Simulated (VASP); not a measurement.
# Mo (Im-3m) in VASP: further runs, part 2 of 2

VASP 6.6.1.

## Step 6: Single point, PBE

Contents of INCAR:

```
SYSTEM = Mo
ALGO = Normal ; EDIFF = 1E-6
ENCUT = 500 ; GGA = PE
GGA_COMPAT = .False. ; ISIF = 2
ISMEAR = -1 ; LASPH = .True.
LCHARG = .False. ; LREAL = .False.
LWAVE = .False. ; NBANDS = 13
NELM = 120 ; PREC = Accurate
SIGMA = 0.1
```

Contents of KPOINTS:

```
k-points
0
Gamma
  7 7 7
  0 0 0
```

Contents of POSCAR:

```
Mo
1.0
   -1.5813793944      1.5813793944      1.5813793944
    1.5813793944     -1.5813793944      1.5813793944
    1.5813793944      1.5813793944     -1.5813793944
Mo
1
Direct
    0.0000000000      0.0000000000      0.0000000000
```

Potentials or basis: VASP PAW PBE potentials, release 64 (Mo_sv).

The run is started by

```sh
> cat potpaw_PBE.64/Mo_sv/POTCAR > POTCAR
> mpirun -np 1 vasp_std > vasp.out
```

OUTCAR:

```text
SYSTEM = Mo
   EDIFF = 1E-6
   ENCUT = 500
   GGA = PE
   ISIF = 2
   ISMEAR = -1
   LASPH = .True.
   LREAL = .False.
   NELM = 120
   PREC = Accurate

 ion  position               nearest neighbor table
   1  0.000  0.000  0.000-

  LATTYP: Found a body centered cubic cell.
 ALAT       =     3.1627587888

  Lattice vectors:

 A1 = (  -1.5813793944,   1.5813793944,   1.5813793944)
 A2 = (   1.5813793944,  -1.5813793944,   1.5813793944)
 A3 = (   1.5813793944,   1.5813793944,  -1.5813793944)

Analysis of symmetry for initial positions (statically):
=====================================================================
 Subroutine PRICEL returns:
 Original cell was already a primitive cell.

 Routine SETGRP: Setting up the symmetry group for a
 body centered cubic supercell.

 Subroutine GETGRP returns: Found 48 space group operations
 (whereof 48 operations were pure point group operations)
 out of a pool of 48 trial point group operations.

The static configuration has the point symmetry O_h .

[... 159 lines left out ...]
 k-point     1 :       0.0000    0.0000    0.0000
  band No.  band energies     occupation
      1     -48.8680      2.00000
      2     -22.1621      2.00000
      3     -22.1621      2.00000
      4     -22.1621      2.00000
      5       5.2068      2.00000
      6      11.0647      2.00000
      7      11.0647      2.00000
      8      11.0647      2.00000
      9      14.0478      0.00000
     10      14.0478      0.00000
     11      27.2165      0.00000
     12      27.2165      0.00000
     13      27.2165      0.00000
[... 290 lines left out ...]
  band No.  band energies     occupation
      1     -48.4559      2.00000
      2     -23.0951      2.00000
      3     -23.0461      2.00000
      4     -23.0461      2.00000
      5       7.2926      2.00000
      6       7.4307      2.00000
      7      15.2570      0.00000
      8      15.2570      0.00000
      9      15.9524      0.00000
     10      20.2383      0.00000
     11      22.9297      0.00000
     12      22.9297      0.00000
     13      31.5929      0.00000

------------------------ aborting loop because EDIFF is reached ----------------------------------------

  FORCE on cell =-STRESS in cart. coord.  units (eV):
  Direction    XX          YY          ZZ          XY          YZ          ZX
  --------------------------------------------------------------------------------------
  -------------------------------------------------------------------------------------
  Total        0.0602664      0.0602664      0.0602664     -0.0000000      0.0000000      0.0000000
  in kB        6.1040389      6.1040389      6.1040389     -0.0000000      0.0000000      0.0000000
  external PRESSURE =       6.1040389 kB  Pullay stress =       0.0000000 kB

 VOLUME and BASIS-vectors are now :
 -----------------------------------------------------------------------------
  energy-cutoff  :      500.00
  volume of cell :       15.82
      direct lattice vectors                 reciprocal lattice vectors
    -1.581379394  1.581379394  1.581379394     0.000000000  0.316179660  0.316179660
     1.581379394 -1.581379394  1.581379394     0.316179660  0.000000000  0.316179660
     1.581379394  1.581379394 -1.581379394     0.316179660  0.316179660  0.000000000

 POSITION                                       TOTAL-FORCE (eV/Angst)
 -----------------------------------------------------------------------------------
      0.00000      0.00000      0.00000        -0.000000     -0.000000      0.000000
 -----------------------------------------------------------------------------------
    total drift:                                0.000000     -0.000000      0.000000

  FREE ENERGIE OF THE ION-ELECTRON SYSTEM (eV)
  ---------------------------------------------------
  free  energy   TOTEN  =       -10.9183284684 eV

  energy  without entropy=      -10.8847627060  energy(sigma->0) =      -10.90154559
```

OSZICAR:

```text
N       E                     dE             d eps       ncg     rms          rms(c)
DAV:   1     0.922188349194E+02    0.92219E+02   -0.78786E+03   520   0.109E+03
DAV:   2    -0.102951559724E+02   -0.10251E+03   -0.98617E+02   615   0.308E+02
DAV:   3    -0.115711383796E+02   -0.12760E+01   -0.12720E+01   570   0.339E+01
DAV:   4    -0.115737637284E+02   -0.26253E-02   -0.26253E-02   580   0.193E+00
DAV:   5    -0.115737802628E+02   -0.16534E-04   -0.16536E-04   580   0.136E-01    0.143E+01
DAV:   6    -0.110033044052E+02    0.57048E+00   -0.71190E-01   535   0.103E+01    0.389E+00
DAV:   7    -0.109220361976E+02    0.81268E-01   -0.14849E-01   555   0.451E+00    0.960E-01
DAV:   8    -0.109182647490E+02    0.37714E-02   -0.40741E-03   535   0.816E-01    0.187E-01
DAV:   9    -0.109183197681E+02   -0.55019E-04   -0.11983E-04   585   0.136E-01    0.764E-02
DAV:  10    -0.109183278933E+02   -0.81252E-05   -0.14292E-05   535   0.446E-02    0.706E-03
DAV:  11    -0.109183284684E+02   -0.57506E-06   -0.13846E-07   290   0.395E-03
   1 F= -.10918328E+02 E0= -.10901546E+02  d E =-.335658E-01
```

It took 6.5 s on 1 thread of Intel Xeon 8259CL, shared host; peak memory 0.12 GiB.

What came out:

```yaml
Free_energy: -10.9183 eV
Pressure: 0.6 GPa
Band_gap_on_the_k_mesh: zero (band 7 reaches 15.26 eV, above the bottom of band 8 at 11.06 eV)
```

Caveat: the k points lie up to 0.40 Å⁻¹ apart.

## Step 7: The runs side by side

```tsv
cell	k mesh	cutoff (eV)	gap on the mesh (eV)	pressure (GPa)
a = 2.739 Å, angles 109.5°, 1 atom	23 × 23 × 23	520	none	0.1
a = 2.775 Å, angles 109.5°, 1 atom	23 × 23 × 23	520	none	-9.3
a = 2.810 Å, angles 109.5°, 1 atom	23 × 23 × 23	520	none	-16.9
a = 2.844 Å, angles 109.5°, 1 atom	23 × 23 × 23	520	none	-23.0
a = 2.739 Å, angles 109.5°, 1 atom	7 × 7 × 7	500	none	0.6
```

Alike in all rows: task single point; level PBE; potentials or basis VASP PAW PBE potentials, release 64 (Mo_sv); no spin polarisation; smearing fermi-dirac 0.1 eV.

Caveats: some runs use coarse meshes.

Absolute energies hang on the potentials; compare differences alone.
